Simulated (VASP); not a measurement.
# HfC5 (P6/mmm) in VASP: notebook

HfC5 is run at these levels: PBE; tasks: single point.

Everything below comes from runs of VASP 6.6.1. Logs are shortened: lines on timing, memory, paths and dates and some standing lists are left out, and cuts for length are marked.

## 1. The cell of the first run

The structure is hexagonal, space group P6/mmm (No. 191). The conventional cell has a = 3.651 Å, b = 3.651 Å, c = 7.031 Å, α = 90.00°, β = 90.00°, γ = 120.00°. Hf (site symmetry 6/mmm) has 2 C at 2.18 Å within 2.9 Å. Within 1.8 Å of C (site symmetry 6mm) lie 1 C at 1.34 Å. Within 1.8 Å of C (site symmetry 6/mmm) lie 2 C at 1.34 Å. Within 2.8 Å of C (site symmetry -6m2) lie 12 C at 2.11 to 2.50 Å.

The cell was generated, and may not be a known phase.

## 2. Single point, PBE

INCAR reads:

```
ALGO = Normal
EDIFF = 1E-6
ENCUT = 600
GGA = PE
GGA_COMPAT = False
ISIF = 2
ISMEAR = 0
LASPH = True
LCHARG = False
LREAL = False
LWAVE = False
NBANDS = 24
NELM = 120
PREC = Accurate
SIGMA = 0.2
```

KPOINTS reads:

```
k-points
0
Gamma
  5 5 2
```

POSCAR reads:

```
HfC5
1.0
    3.6512832617      0.0000000000      0.0000000000
   -1.8256416308      3.1621040610      0.0000000000
    0.0000000000      0.0000000000      7.0307445810
Hf C
1 5
Direct
    0.0000000000      0.0000000000      0.0000000000
    0.0000000000      0.0000000000      0.3093775108
    0.0000000000      0.0000000000      0.6906224892
    0.0000000000      0.0000000000      0.5000000000
    0.3333333333      0.6666666667      0.5000000000
    0.6666666667      0.3333333333      0.5000000000
```

Potentials or basis: VASP PAW PBE potentials, release 64 (Hf_pv, C).

Launch:

```bash
cat potpaw_PBE.64/Hf_pv/POTCAR potpaw_PBE.64/C/POTCAR > POTCAR
mpirun -np 1 vasp_std > vasp.out
```

OUTCAR:

```text
EDIFF = 1E-6
   ENCUT = 600
   GGA = PE
   ISIF = 2
   ISMEAR = 0
   LASPH = True
   LREAL = False
   NELM = 120
   PREC = Accurate

 ion  position               nearest neighbor table
   1  0.000  0.000  0.000-   2 2.18   3 2.18
   2  0.000  0.000  0.309-   4 1.34   1 2.18
   3  0.000  0.000  0.691-   4 1.34   1 2.18
   4  0.000  0.000  0.500-   2 1.34   3 1.34
   5  0.333  0.667  0.500-
   6  0.667  0.333  0.500-

  LATTYP: Found a hexagonal cell.
 ALAT       =     3.6512832617
 C/A-ratio  =     1.9255544084

  Lattice vectors:

 A1 = (   3.6512832617,   0.0000000000,   0.0000000000)
 A2 = (  -1.8256416308,   3.1621040610,   0.0000000000)
 A3 = (   0.0000000000,   0.0000000000,   7.0307445810)

Analysis of symmetry for initial positions (statically):
=====================================================================
 Subroutine PRICEL returns:
 Original cell was already a primitive cell.

 Routine SETGRP: Setting up the symmetry group for a
 hexagonal supercell.

 Subroutine GETGRP returns: Found 24 space group operations
 (whereof 24 operations were pure point group operations)
 out of a pool of 24 trial point group operations.

The static configuration has the point symmetry D_6h.

Analysis of symmetry for dynamics (positions and initial velocities):
=====================================================================
 Subroutine PRICEL returns:
 Original cell was already a primitive cell.

 Routine SETGRP: Setting up the symmetry group for a
 hexagonal supercell.

 Subroutine GETGRP returns: Found 24 space group operations
 (whereof 24 operations were pure point group operations)
 out of a pool of 24 trial point group operations.

The dynamic configuration has the point symmetry D_6h.

 Subroutine INISYM returns: Found 24 space group operations
 (whereof 24 operations are pure point group operations),
 and found     1 'primitive' translations

----------------------------------------------------------------------------------------

                                     Primitive cell

  volume of cell :      81.1751

  direct lattice vectors                    reciprocal lattice vectors
     3.651283262  0.000000000  0.000000000     0.273876314  0.158122563  0.000000000
    -1.825641631  3.162104061  0.000000000     0.000000000  0.316245127  0.000000000
     0.000000000  0.000000000  7.030744581     0.000000000  0.000000000  0.142232446

  length of vectors
     3.651283262  3.651283262  7.030744581     0.316245127  0.316245127  0.142232446

  position of ions in fractional coordinates (direct lattice)
     0.000000000  0.000000000  0.000000000
     0.000000000  0.000000000  0.309377511
     0.000000000  0.000000000  0.690622489
     0.000000000  0.000000000  0.500000000
     0.333333333  0.666666667  0.500000000
     0.666666667  0.333333333  0.500000000

  ion indices of the primitive-cell ions
   primitive index   ion index
                 1           1
                 2           2
                 3           3
                 4           4
                 5           5
                 6           6

----------------------------------------------------------------------------------------

 KPOINTS: k-points

Automatic generation of k-mesh.
 Grid dimensions read from file:
 generate k-points for:    5    5    2

 Generating k-lattice:

  Cartesian coordinates                     Fractional coordinates (reciprocal lattice)
     0.054775263  0.031624513  0.000000000     0.200000000 -0.000000000  0.000000000
     0.000000000  0.063249025  0.000000000     0.000000000  0.200000000  0.000000000
     0.000000000  0.000000000  0.071116223     0.000000000  0.000000000  0.500000000

  Length of vectors
     0.063249025  0.063249025  0.071116223

  Shift w.r.t. Gamma in fractional coordinates (k-lattice)
     0.000000000  0.000000000  0.000000000

 Subroutine IBZKPT returns following result:
 ===========================================

 Found     10 irreducible k-points:

 Following reciprocal coordinates:
            Coordinates               Weight
  0.000000  0.000000  0.000000      1.000000
  0.200000  0.000000  0.000000      6.000000
  0.400000  0.000000  0.000000      6.000000
  0.200000  0.200000  0.000000      6.000000
  0.400000  0.200000  0.000000      6.000000
  0.000000  0.000000  0.500000      1.000000
  0.200000  0.000000  0.500000      6.000000
  0.400000  0.000000  0.500000      6.000000
  0.200000  0.200000  0.500000      6.000000
  0.400000  0.200000  0.500000      6.000000
   k-points           NKPTS =     10   k-points in BZ     NKDIM =     10   number of bands    NBANDS=     24
   number of dos      NEDOS =    301   number of ions     NIONS =      6
   total plane-waves  NPLWV =  50400
   dimension x,y,z NGX =    30 NGY =   30 NGZ =   56
   dimension x,y,z NGXF=    60 NGYF=   60 NGZF=  112
   ions per type =               1   5
   NGX,Y,Z   is equivalent  to a cutoff of  13.66, 13.66, 13.24 a.u.
   NGXF,Y,Z  is equivalent  to a cutoff of  27.32, 27.32, 26.48 a.u.
 SYSTEM =  unknown system
   PREC   = accura    normal or accurate (medium, high low for compatibility)
   ISTART =      0    job   : 0-new  1-cont  2-samecut
   ICHARG =      2    charge: 1-file 2-atom 10-const
   ISPIN  =      1    spin polarized calculation?
   LNONCOLLINEAR =      F non collinear calculations
   LSORBIT =      F    spin-orbit coupling
   LASPH  =      T    aspherical Exc in radial PAW
   ENCUT  =  600.0 eV  44.10 Ry    6.64 a.u.   7.29  7.29 14.04*2*pi/ulx,y,z
   NELM   =    120;   NELMIN=  2; NELMDL= -5     # of ELM steps
   EDIFF  = 0.1E-05   stopping-criterion for ELM
   LREAL  =      F    real-space projection
   EDIFFG = 0.1E-04   stopping-criterion for IOM
   NSW    =      0    number of steps for IOM
   IBRION =     -1    ionic relax: 0-MD 1-quasi-New 2-CG
   NFREE  =      0    steps in history (QN), initial steepest desc. (CG)
   ISIF   =      2    stress and relaxation
   ISYM   =      2    0-nonsym 1-usesym 2-fastsym
   POTIM  = 0.5000    time-step for ionic-motion
   TEBEG  =    0.0;   TEEND  =   0.0 temperature during run
   PSTRESS=    0.0 pullay stress
   NELECT =      30.0000    total number of electrons
   NUPDOWN=      -1.0000    fix difference up-down
   EMIN   =  10.00;   EMAX   =-10.00  energy-range for DOS
   EFERMI =   0.00;   METHOD = LEGACY
   ISMEAR =     0;   SIGMA  =   0.20  broadening in eV -4-tet -1-fermi 0-gaus
   EFERMI_NEDOS =   21; number of points for ismear=-14 and -15
   IALGO  =     38    algorithm
   IMIX   =      4    mixing-type and parameters
     AMIX     =   0.40;   BMIX     =  1.00
     AMIX_MAG =   1.60;   BMIX_MAG =  1.00
  volume/ion in A,a.u.               =      13.53        91.30
  Fermi-wavevector in a.u.,A,eV,Ry     =   1.174828  2.220103 18.779041  1.380221
  Thomas-Fermi vector in A             =   2.311219
   LORBIT       =      0    0 simple, 1 ext, 2 COOP (PROOUT), +10 PAW based schemes
   GGA     = PE    functional components
   LHFCALC =     F    Hartree Fock is set to
   AEXX    =    0.0000 exact exchange contribution
   IVDW    =     0    specifies the selected vdW correction
   LEPSILON=     F    determine dielectric tensor
   LRPA    =     F    only Hartree local field effects (RPA)
 non-spin polarized calculation
 Gauss-broadening in eV      SIGMA  =   0.20
  energy-cutoff  :      600.00
  volume of cell :       81.18
 maximum number of plane-waves:      2776
 NGX is ok and might be reduce to    30
   NGX = 15   NGY = 15   NGZ = 29

 number of electron      30.0000000 magnetization

 Free energy of the ion-electron system (eV)
  ---------------------------------------------------
  ext. energy  EPLUGINS =         0.00000000
  ---------------------------------------------------
  free energy    TOTEN  =       -38.79176482 eV

  energy without entropy =      -38.72292103  energy(sigma->0) =      -38.75734292

 E-fermi :   3.3537     XC(G=0): -10.1447

 val. band max:        3.2400288571   @ k =   0.4000   0.0000   0.5000
 cond. band min:       3.3980320029   @ k =   0.2000   0.2000   0.0000
 fundamental gap:      0.1580031458
 Fermi energy:         3.3536929156

 k-point     1 :       0.0000    0.0000    0.0000
  band No.  band energies     occupation
      1     -27.9860      2.00000
      2     -27.9860      2.00000
      3     -27.8210      2.00000
      4     -14.7389      2.00000
      5      -9.6515      2.00000
      6      -5.7520      2.00000
[... 16 lines left out ...]
     23       7.5961      0.00000
     24       7.5961      0.00000

 k-point     2 :       0.2000    0.0000    0.0000
  band No.  band energies     occupation
      1     -28.0308      2.00000
      2     -27.9971      2.00000
      3     -27.8153      2.00000
      4     -14.3781      2.00000
      5      -9.4979      2.00000
      6      -7.1175      2.00000
[... 16 lines left out ...]
     23       7.2925      0.00000
     24       7.4672      0.00000

 k-point     3 :       0.4000    0.0000    0.0000
  band No.  band energies     occupation
      1     -28.1025      2.00000
      2     -28.0151      2.00000
      3     -27.8060      2.00000
      4     -13.5562      2.00000
      5      -9.2254      2.00000
      6      -9.1326      2.00000
[... 16 lines left out ...]
     23       7.3387      0.00000
     24       7.8904      0.00000
[... 136 lines left out ...]
 k-point     9 :       0.2000    0.2000    0.5000
  band No.  band energies     occupation
      1     -28.0774      2.00000
      2     -28.0233      2.00000
      3     -27.8078      2.00000
      4     -13.7425      2.00000
      5      -9.4098      2.00000
      6      -8.3645      2.00000
[... 16 lines left out ...]
     23       6.7791      0.00000
     24       8.7771      0.00000

 k-point    10 :       0.4000    0.2000    0.5000
  band No.  band energies     occupation
      1     -28.0997      2.00000
      2     -28.0458      2.00000
      3     -27.8032      2.00000
      4     -13.2005      2.00000
      5      -9.2617      2.00000
      6      -9.1552      2.00000
[... 16 lines left out ...]
     23       7.3306      0.00000
     24       8.8104      0.00000

------------------------ aborting loop because EDIFF is reached ----------------------------------------

  FORCE on cell =-STRESS in cart. coord.  units (eV):
  Direction    XX          YY          ZZ          XY          YZ          ZX
  --------------------------------------------------------------------------------------
  -------------------------------------------------------------------------------------
  Total       -0.0599179     -0.0599179     -0.1766009     -0.0000000      0.0000000     -0.0000000
  in kB       -1.1826165     -1.1826165     -3.4856230     -0.0000000      0.0000000     -0.0000000
  external PRESSURE =      -1.9502853 kB  Pullay stress =       0.0000000 kB

 VOLUME and BASIS-vectors are now :
 -----------------------------------------------------------------------------
  energy-cutoff  :      600.00
  volume of cell :       81.18
      direct lattice vectors                 reciprocal lattice vectors
     3.651283262  0.000000000  0.000000000     0.273876314  0.158122563  0.000000000
    -1.825641631  3.162104061  0.000000000     0.000000000  0.316245127  0.000000000
     0.000000000  0.000000000  7.030744581     0.000000000  0.000000000  0.142232446

 POSITION                                       TOTAL-FORCE (eV/Angst)
 -----------------------------------------------------------------------------------
      0.00000      0.00000      0.00000        -0.000000      0.000000      0.000000
      0.00000      0.00000      2.17515         0.000000     -0.000000     -0.111216
      0.00000      0.00000      4.85559        -0.000000      0.000000      0.111216
      0.00000      0.00000      3.51537        -0.000000      0.000000      0.000000
     -0.00000      2.10807      3.51537        -0.000000      0.000000      0.000000
      1.82564      1.05403      3.51537         0.000000     -0.000000      0.000000
 -----------------------------------------------------------------------------------
    total drift:                                0.000000     -0.000000      0.000000

  FREE ENERGIE OF THE ION-ELECTRON SYSTEM (eV)
  ---------------------------------------------------
  free  energy   TOTEN  =       -38.7917648190 eV

  energy  without entropy=      -38.7229210269  energy(sigma->0) =      -38.75734292
```

Run time: 39 s. Hardware: 1 thread of Intel Xeon Platinum 8259CL at 2.50GHz (Skylake/Cascade Lake), shared host; peak memory 0.22 GiB.

Results:

```
Free energy            : -38.7918 eV
Pressure               : -0.2 GPa
Largest force          : 0.111 eV/Å
Band gap on the k mesh : zero (bands 15 and 16 overlap by 0.66 eV)
```

Forces on the atoms (eV/Å):
```
Hf   0.000  0.000  0.000
C    0.000  0.000 -0.111
C    0.000  0.000  0.111
C    0.000  0.000  0.000
C    0.000  0.000  0.000
C    0.000  0.000  0.000
```

Levels at points of the mesh, in eV from the Fermi level:
| k point | band 12 | band 13 | band 14 | band 15 | band 16 | band 17 | band 18 | band 19 |
| --- | --- | --- | --- | --- | --- | --- | --- | --- |
| (0.00, 0.00, 0.00) | -3.40 | -3.40 | -3.00 | -1.10 | -0.46 | -0.46 | 1.28 | 1.28 |
| (0.00, 0.00, 0.50) | -3.40 | -3.40 | -2.95 | -1.42 | 0.27 | 0.27 | 1.27 | 1.27 |

Caveat: the k points lie up to 0.45 Å⁻¹ apart, too coarse for converged energies and pressures of a metal; spin-orbit coupling is left out, which moves the levels of the heavy elements.

(Continued in part 2 of 2.)

The gap in the log of VASP goes by the Fermi energy; the results here count the filled bands.